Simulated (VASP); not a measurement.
# BaTe (zincblende type) (F-43m) in VASP: a series of runs

The runs below take BaTe (zincblende type) through single point, with PBE.

Everything below comes from runs of VASP 6.6.1. Logs are shortened: lines on timing, memory, paths and dates and some standing lists are left out, and cuts for length are marked.

**1. The cell of the first run**

The structure is cubic, space group F-43m (No. 216). Conventional cell: a = 7.727 Å, b = 7.727 Å, c = 7.727 Å, α = 90.00°, β = 90.00°, γ = 90.00°. Ba (site symmetry -43m) has 4 Te at 3.35 Å within 4.4 Å. Te (site symmetry -43m) has 4 Ba at 3.35 Å within 4.4 Å.

**2. Single point, PBE (57.67 Å³/atom)**

The input, INCAR:

```
ALGO = Normal
EDIFF = 1E-6
ENCUT = 520
GGA = PE
ISIF = 2
ISMEAR = -1
LASPH = True
LCHARG = True
LELF = True
LREAL = False
LVHAR = True
LWAVE = False
NBANDS = 15
NELM = 100
PREC = Accurate
SIGMA = 0.05
```

The input, KPOINTS:

```
k-points
0
Gamma
  11 11 11
```

The input, POSCAR:

```
BaTe
1.0
    0.0000000000      3.8635279548      3.8635279548
    3.8635279548      0.0000000000      3.8635279548
    3.8635279548      3.8635279548      0.0000000000
Ba Te
1 1
Direct
    0.0000000000      0.0000000000      0.0000000000
    0.2500000000      0.2500000000      0.2500000000
```

Potentials or basis: VASP PAW PBE potentials, release 64 (Ba_sv, Te).

Command:

```sh
$ cat potpaw_PBE.64/Ba_sv/POTCAR potpaw_PBE.64/Te/POTCAR > POTCAR
$ mpirun -np 1 vasp_std > vasp.out
```

OUTCAR:

```text
EDIFF = 1E-6
   ENCUT = 520
   GGA = PE
   ISIF = 2
   ISMEAR = -1
   LASPH = True
   LREAL = False
   NELM = 100
   PREC = Accurate

 ion  position               nearest neighbor table
   1  0.000  0.000  0.000-   2 3.35   2 3.35   2 3.35   2 3.35
   2  0.250  0.250  0.250-   1 3.35   1 3.35   1 3.35   1 3.35

  LATTYP: Found a face centered cubic cell.
 ALAT       =     7.7270559096

  Lattice vectors:

 A1 = (   0.0000000000,   3.8635279548,   3.8635279548)
 A2 = (   3.8635279548,   0.0000000000,   3.8635279548)
 A3 = (   3.8635279548,   3.8635279548,   0.0000000000)

Analysis of symmetry for initial positions (statically):
=====================================================================
 Subroutine PRICEL returns:
 Original cell was already a primitive cell.

 Routine SETGRP: Setting up the symmetry group for a
 face centered cubic supercell.

 Subroutine GETGRP returns: Found 24 space group operations
 (whereof 24 operations were pure point group operations)
 out of a pool of 48 trial point group operations.

The static configuration has the point symmetry T_d .

Analysis of symmetry for dynamics (positions and initial velocities):
=====================================================================
 Subroutine PRICEL returns:
 Original cell was already a primitive cell.

 Routine SETGRP: Setting up the symmetry group for a
 face centered cubic supercell.

 Subroutine GETGRP returns: Found 24 space group operations
 (whereof 24 operations were pure point group operations)
 out of a pool of 48 trial point group operations.

The dynamic configuration has the point symmetry T_d .

 Subroutine INISYM returns: Found 24 space group operations
 (whereof 24 operations are pure point group operations),
 and found     1 'primitive' translations

----------------------------------------------------------------------------------------

                                     Primitive cell

  volume of cell :     115.3406

  direct lattice vectors                    reciprocal lattice vectors
     0.000000000  3.863527955  3.863527955    -0.129415396  0.129415396  0.129415396
     3.863527955  0.000000000  3.863527955     0.129415396 -0.129415396  0.129415396
     3.863527955  3.863527955  0.000000000     0.129415396  0.129415396 -0.129415396

  length of vectors
     5.463853632  5.463853632  5.463853632     0.224154041  0.224154041  0.224154041

  position of ions in fractional coordinates (direct lattice)
     0.000000000  0.000000000  0.000000000
     0.250000000  0.250000000  0.250000000

  ion indices of the primitive-cell ions
   primitive index   ion index
                 1           1
                 2           2

----------------------------------------------------------------------------------------

 KPOINTS: k-points

Automatic generation of k-mesh.
 Grid dimensions read from file:
 generate k-points for:   11   11   11

 Generating k-lattice:

  Cartesian coordinates                     Fractional coordinates (reciprocal lattice)
    -0.011765036  0.011765036  0.011765036     0.090909091  0.000000000  0.000000000
     0.011765036 -0.011765036  0.011765036     0.000000000  0.090909091  0.000000000
     0.011765036  0.011765036 -0.011765036     0.000000000  0.000000000  0.090909091

  Length of vectors
     0.020377640  0.020377640  0.020377640

  Shift w.r.t. Gamma in fractional coordinates (k-lattice)
     0.000000000  0.000000000  0.000000000

 Subroutine IBZKPT returns following result:
 ===========================================

 Found     56 irreducible k-points:

 Following reciprocal coordinates:
            Coordinates               Weight
  0.000000  0.000000  0.000000      1.000000
  0.090909  0.000000  0.000000      8.000000
  0.181818  0.000000  0.000000      8.000000
  0.272727  0.000000  0.000000      8.000000
  0.363636  0.000000  0.000000      8.000000
  0.454545  0.000000  0.000000      8.000000
[... 16 lines left out ...]
 -0.272727  0.181818  0.000000     24.000000
 -0.181818  0.181818  0.000000     12.000000
 [... further k-points ...]
   k-points           NKPTS =     56   k-points in BZ     NKDIM =     56   number of bands    NBANDS=     15
   number of dos      NEDOS =    301   number of ions     NIONS =      2
   total plane-waves  NPLWV =  74088
   dimension x,y,z NGX =    42 NGY =   42 NGZ =   42
   dimension x,y,z NGXF=    84 NGYF=   84 NGZF=   84
   ions per type =               1   1
   NGX,Y,Z   is equivalent  to a cutoff of  12.78, 12.78, 12.78 a.u.
   NGXF,Y,Z  is equivalent  to a cutoff of  25.56, 25.56, 25.56 a.u.
 SYSTEM =  unknown system
   PREC   = accura    normal or accurate (medium, high low for compatibility)
   ISTART =      0    job   : 0-new  1-cont  2-samecut
   ICHARG =      2    charge: 1-file 2-atom 10-const
   ISPIN  =      1    spin polarized calculation?
   LNONCOLLINEAR =      F non collinear calculations
   LSORBIT =      F    spin-orbit coupling
   LASPH  =      T    aspherical Exc in radial PAW
   ENCUT  =  520.0 eV  38.22 Ry    6.18 a.u.  10.16 10.16 10.16*2*pi/ulx,y,z
   NELM   =    100;   NELMIN=  2; NELMDL= -5     # of ELM steps
   EDIFF  = 0.1E-05   stopping-criterion for ELM
   LREAL  =      F    real-space projection
   EDIFFG = 0.1E-04   stopping-criterion for IOM
   NSW    =      0    number of steps for IOM
   IBRION =     -1    ionic relax: 0-MD 1-quasi-New 2-CG
   NFREE  =      0    steps in history (QN), initial steepest desc. (CG)
   ISIF   =      2    stress and relaxation
   ISYM   =      2    0-nonsym 1-usesym 2-fastsym
   POTIM  = 0.5000    time-step for ionic-motion
   TEBEG  =    0.0;   TEEND  =   0.0 temperature during run
   PSTRESS=    0.0 pullay stress
   NELECT =      16.0000    total number of electrons
   NUPDOWN=      -1.0000    fix difference up-down
   EMIN   =  10.00;   EMAX   =-10.00  energy-range for DOS
   EFERMI =   0.00;   METHOD = LEGACY
   ISMEAR =    -1;   SIGMA  =   0.05  broadening in eV -4-tet -1-fermi 0-gaus
   EFERMI_NEDOS =   21; number of points for ismear=-14 and -15
   IALGO  =     38    algorithm
   IMIX   =      4    mixing-type and parameters
     AMIX     =   0.40;   BMIX     =  1.00
     AMIX_MAG =   1.60;   BMIX_MAG =  1.00
  volume/ion in A,a.u.               =      57.67       389.18
  Fermi-wavevector in a.u.,A,eV,Ry     =   0.847463  1.601473  9.771617  0.718194
  Thomas-Fermi vector in A             =   1.962973
   LORBIT       =      0    0 simple, 1 ext, 2 COOP (PROOUT), +10 PAW based schemes
   GGA     = PE    functional components
   LHFCALC =     F    Hartree Fock is set to
   AEXX    =    0.0000 exact exchange contribution
   IVDW    =     0    specifies the selected vdW correction
   LEPSILON=     F    determine dielectric tensor
   LRPA    =     F    only Hartree local field effects (RPA)
 non-spin polarized calculation
  energy-cutoff  :      520.00
  volume of cell :      115.34
 maximum number of plane-waves:      3125
 NGX is ok and might be reduce to    42
   NGX = 21   NGY = 21   NGZ = 21

 number of electron      16.0000000 magnetization

 Free energy of the ion-electron system (eV)
  ---------------------------------------------------
  ext. energy  EPLUGINS =         0.00000000
  ---------------------------------------------------
  free energy    TOTEN  =        -8.07353046 eV

  energy without entropy =       -8.07353046  energy(sigma->0) =       -8.07353046

 E-fermi :   1.3538     XC(G=0):  -6.8248

 val. band max:        0.1863919923   @ k =  -0.3636   0.4545   0.1818
 cond. band min:       2.8296234073   @ k =   0.0000   0.0000   0.0000
 fundamental gap:      2.6432314150
 Fermi energy:         1.3537776157

 k-point     1 :       0.0000    0.0000    0.0000
  band No.  band energies     occupation
      1     -26.5912      2.00000
      2     -11.7947      2.00000
      3     -11.7947      2.00000
      4     -11.7947      2.00000
      5      -8.5834      2.00000
      6      -0.2886      2.00000
      7      -0.2886      2.00000
      8      -0.2886      2.00000
      9       2.8296      0.00000
     10       4.3600      0.00000
     11       4.3600      0.00000
     12       6.3941      0.00000
     13       6.3941      0.00000
     14       6.3941      0.00000
     15       8.3106      0.00000

 k-point     2 :       0.0909    0.0000    0.0000
  band No.  band energies     occupation
      1     -26.5909      2.00000
      2     -11.8123      2.00000
      3     -11.7961      2.00000
      4     -11.7961      2.00000
      5      -8.5568      2.00000
      6      -0.3382      2.00000
      7      -0.2714      2.00000
      8      -0.2714      2.00000
      9       3.0097      0.00000
     10       4.3081      0.00000
     11       4.3081      0.00000
     12       6.2902      0.00000
     13       6.5112      0.00000
     14       6.5112      0.00000
     15       7.8359      0.00000

 k-point     3 :       0.1818    0.0000    0.0000
  band No.  band energies     occupation
      1     -26.5899      2.00000
      2     -11.8582      2.00000
      3     -11.7997      2.00000
      4     -11.7997      2.00000
      5      -8.4870      2.00000
      6      -0.4382      2.00000
      7      -0.2260      2.00000
      8      -0.2260      2.00000
      9       3.4633      0.00000
     10       4.2255      0.00000
     11       4.2255      0.00000
     12       6.0497      0.00000
     13       6.6584      0.00000
     14       6.6584      0.00000
     15       6.9909      0.00000
[... 343 lines left out ...]
 k-point    23 :      -0.2727    0.1818    0.0000
  band No.  band energies     occupation
      1     -26.5873      2.00000
      2     -11.9614      2.00000
      3     -11.8315      2.00000
      4     -11.8091      2.00000
      5      -8.2969      2.00000
      6      -0.4951      2.00000
      7      -0.1739      2.00000
      8      -0.0939      2.00000
      9       4.0063      0.00000
     10       4.0800      0.00000
     11       4.4962      0.00000
     12       5.3539      0.00000
     13       6.0193      0.00000
     14       6.5655      0.00000
     15       7.0561      0.00000

 k-point    24 :      -0.1818    0.1818    0.0000
  band No.  band energies     occupation
      1     -26.5883      2.00000
      2     -11.9222      2.00000
      3     -11.8212      2.00000
      4     -11.8039      2.00000
      5      -8.3689      2.00000
      6      -0.5162      2.00000
      7      -0.1640      2.00000
      8      -0.1543      2.00000
      9       3.9541      0.00000
     10       4.1265      0.00000
     11       4.4131      0.00000
     12       5.3817      0.00000
     13       6.2195      0.00000
     14       6.8522      0.00000
     15       7.0742      0.00000

 [... further k-points ...]

------------------------ aborting loop because EDIFF is reached ----------------------------------------

  FORCE on cell =-STRESS in cart. coord.  units (eV):
  Direction    XX          YY          ZZ          XY          YZ          ZX
  --------------------------------------------------------------------------------------
  -------------------------------------------------------------------------------------
  Total        0.7367185      0.7367185      0.7367185      0.0000000     -0.0000000      0.0000000
  in kB       10.2336369     10.2336369     10.2336369      0.0000000     -0.0000000      0.0000000
  external PRESSURE =      10.2336369 kB  Pullay stress =       0.0000000 kB

 VOLUME and BASIS-vectors are now :
 -----------------------------------------------------------------------------
  energy-cutoff  :      520.00
  volume of cell :      115.34
      direct lattice vectors                 reciprocal lattice vectors
     0.000000000  3.863527955  3.863527955    -0.129415396  0.129415396  0.129415396
     3.863527955  0.000000000  3.863527955     0.129415396 -0.129415396  0.129415396
     3.863527955  3.863527955  0.000000000     0.129415396  0.129415396 -0.129415396

 POSITION                                       TOTAL-FORCE (eV/Angst)
 -----------------------------------------------------------------------------------
      0.00000      0.00000      0.00000        -0.000000     -0.000000     -0.000000
      1.93176      1.93176      1.93176         0.000000      0.000000      0.000000
 -----------------------------------------------------------------------------------
    total drift:                               -0.000000     -0.000000     -0.000000

  FREE ENERGIE OF THE ION-ELECTRON SYSTEM (eV)
  ---------------------------------------------------
  free  energy   TOTEN  =        -8.0735304562 eV

  energy  without entropy=       -8.0735304561  energy(sigma->0) =       -8.07353046
```

Run time: 3.4 min. Hardware: 1 thread of Intel Xeon 8259CL, shared host; peak memory 0.32 GiB.

What came out:

| Item | Value |
| --- | --- |
| Free energy | -8.0735 eV |
| Pressure | 1.0 GPa |
| Band gap on the k mesh | 2.64 eV (least direct gap 2.92 eV) |

Levels at points of the mesh, in eV from the valence-band top:
```csv
k point,band 4,band 5,band 6,band 7,band 8,band 9,band 10,band 11,band 12,band 13
"(0.00, 0.00, 0.00)",-11.98,-8.77,-0.48,-0.48,-0.48,2.64,4.17,4.17,6.21,6.21
```

Caveat: spin-orbit coupling is left out, which moves the levels of the heavy elements; an odd mesh through Γ misses points on the zone boundary, where band edges can lie.

**3. Single point, PBE (58.87 Å³/atom)**

This run uses another cell than the first one, of 58.87 Å³/atom.

The input, INCAR:

```
SYSTEM = BaTe
ALGO = Normal ; EDIFF = 1E-6
ENCUT = 520 ; GGA = PE
ISIF = 2 ; ISMEAR = -1
LASPH = .True. ; LCHARG = .False.
LREAL = .False. ; LWAVE = .False.
NBANDS = 15 ; NELM = 80
PREC = Accurate ; SIGMA = 0.05
```

The input, KPOINTS:

```
k-points
0
Gamma
  11 11 11
  0 0 0
```

The input, POSCAR:

```
BaTe
1.0
    0.0000000000      3.8901738172      3.8901738172
    3.8901738172      0.0000000000      3.8901738172
    3.8901738172      3.8901738172      0.0000000000
Ba Te
1 1
Direct
    0.0000000000      0.0000000000      0.0000000000
    0.2500000000      0.2500000000      0.2500000000
```

Potentials or basis: VASP PAW PBE potentials, release 64 (Ba_sv, Te).

Command:

```sh
$ cat potpaw_PBE.64/Ba_sv/POTCAR potpaw_PBE.64/Te/POTCAR > POTCAR
$ mpirun -np 1 vasp_std > vasp.out
```

Wall time 3.1 min (1 thread of Intel Xeon 8259CL, shared host); peak memory 0.32 GiB.

The run converged. Its results:

```yaml
Free_energy: -8.0855 eV
Pressure: 0.6 GPa
Band_gap_on_the_k_mesh: 2.62 eV (least direct gap 2.93 eV)
```

Levels at points of the mesh, in eV from the valence-band top:
| k point | band 6 | band 7 | band 8 | band 9 | band 10 | band 11 |
| --- | --- | --- | --- | --- | --- | --- |
| (0.00, 0.00, 0.00) | -0.45 | -0.45 | -0.45 | 2.62 | 4.15 | 4.15 |

Caveat: spin-orbit coupling is left out, which moves the levels of the heavy elements; an odd mesh through Γ misses points on the zone boundary, where band edges can lie.

**4. Single point, PBE**

This run uses another cell than the first one, of 60.07 Å³/atom.

The input, INCAR:

```
ALGO = Normal
EDIFF = 1E-6
ENCUT = 520
GGA = PE
ISIF = 2
ISMEAR = -1
LASPH = T
LCHARG = T
LELF = T
LREAL = F
LVHAR = T
LWAVE = F
NBANDS = 15
NELM = 100
PREC = Accurate
SIGMA = 0.05
```

The input, KPOINTS:

```
k-points
0
Gamma
  11 11 11
```

The input, POSCAR:

```
BaTe
1.0
    0.0000000000      3.9164595728      3.9164595728
    3.9164595728      0.0000000000      3.9164595728
    3.9164595728      3.9164595728      0.0000000000
Ba Te
1 1
Direct
    0.0000000000      0.0000000000      0.0000000000
    0.2500000000      0.2500000000      0.2500000000
```

Command:

```sh
$ cat potpaw_PBE.64/Ba_sv/POTCAR potpaw_PBE.64/Te/POTCAR > POTCAR
$ mpirun -np 1 vasp_std > vasp.out
```

Run time: 3.4 min. Hardware: 1 thread of Intel Xeon 8259CL, shared host; peak memory 0.32 GiB.

Results (log left out):

* Free energy: -8.0912 eV
* Pressure: 0.2 GPa
* Band gap on the k mesh: 2.59 eV (least direct gap 2.94 eV)

Levels at points of the mesh, in eV from the valence-band top:
```csv
k point,band 5,band 6,band 7,band 8,band 9,band 10,band 11,band 12
"(0.00, 0.00, 0.00)",-8.71,-0.42,-0.42,-0.42,2.59,4.13,4.13,6.08
```

Caveat: spin-orbit coupling is left out, which moves the levels of the heavy elements; an odd mesh through Γ misses points on the zone boundary, where band edges can lie.

**5. Single point, PBE (61.27 Å³/atom)**

This run uses another cell than the first one, of 61.27 Å³/atom.

The input, INCAR:

```
SYSTEM = BaTe
PREC     = Accurate       ! precision mode
ENCUT    = 520            ! plane-wave cutoff, eV
EDIFF    = 1E-6           ! SCF threshold, eV
ISMEAR   = -1             ! smearing method
SIGMA    = 0.05           ! smearing width, eV
LREAL    = .False.        ! projectors in reciprocal space
LASPH    = .True.         ! aspherical terms in the spheres
NELM     = 100            ! most SCF steps
ALGO     = Normal         ! electronic algorithm
ISIF     = 2              ! what is computed and relaxed
LWAVE    = .False.        ! write WAVECAR
LCHARG   = .False.        ! write CHGCAR
GGA      = PE             ! functional
NBANDS   = 15             ! bands
```

The input, KPOINTS:

```
regular mesh
0
Gamma
  11 11 11
  0 0 0
```

The input, POSCAR:

```
BaTe
1.0
    0.0000000000      3.9423971470      3.9423971470
    3.9423971470      0.0000000000      3.9423971470
    3.9423971470      3.9423971470      0.0000000000
Ba Te
1 1
Direct
    0.0000000000      0.0000000000      0.0000000000
    0.2500000000      0.2500000000      0.2500000000
```

Command:

```sh
$ cat potpaw_PBE.64/Ba_sv/POTCAR potpaw_PBE.64/Te/POTCAR > POTCAR
$ mpirun -np 1 vasp_std > vasp.out
```

It took 3.5 min on 1 thread of Intel Xeon 8259CL, shared host; peak memory 0.32 GiB.

Results (log left out):

* Free energy: -8.0911 eV
* Pressure: -0.2 GPa
* Band gap on the k mesh: 2.56 eV (least direct gap 2.94 eV)

Levels at points of the mesh, in eV from the valence-band top:
```
           k point  band 6  band 7  band 8  band 9  band 10  band 11
(0.00, 0.00, 0.00)   -0.40   -0.40   -0.40    2.56     4.11     4.11
```

Caveat: spin-orbit coupling is left out, which moves the levels of the heavy elements; an odd mesh through Γ misses points on the zone boundary, where band edges can lie.

**6. Overview**

```csv
cell,gap on the mesh (eV),pressure (GPa)
"a = 5.464 Å, angles 60.0°, 2 atoms",2.64,1.0
"a = 5.502 Å, angles 60.0°, 2 atoms",2.62,0.6
"a = 5.539 Å, angles 60.0°, 2 atoms",2.59,0.2
"a = 5.575 Å, angles 60.0°, 2 atoms",2.56,-0.2
```

Alike in all rows: task single point; level PBE; potentials or basis VASP PAW PBE potentials, release 64 (Ba_sv, Te); no spin polarisation; k mesh 11 × 11 × 11; cutoff (eV) 520; smearing fermi-dirac 0.05 eV.

Caveats: spin-orbit coupling is left out, which moves the levels of the heavy elements; an odd mesh through Γ misses points on the zone boundary, where band edges can lie.

Total energies depend on the potentials used, so only differences within one code and one set of settings carry meaning.
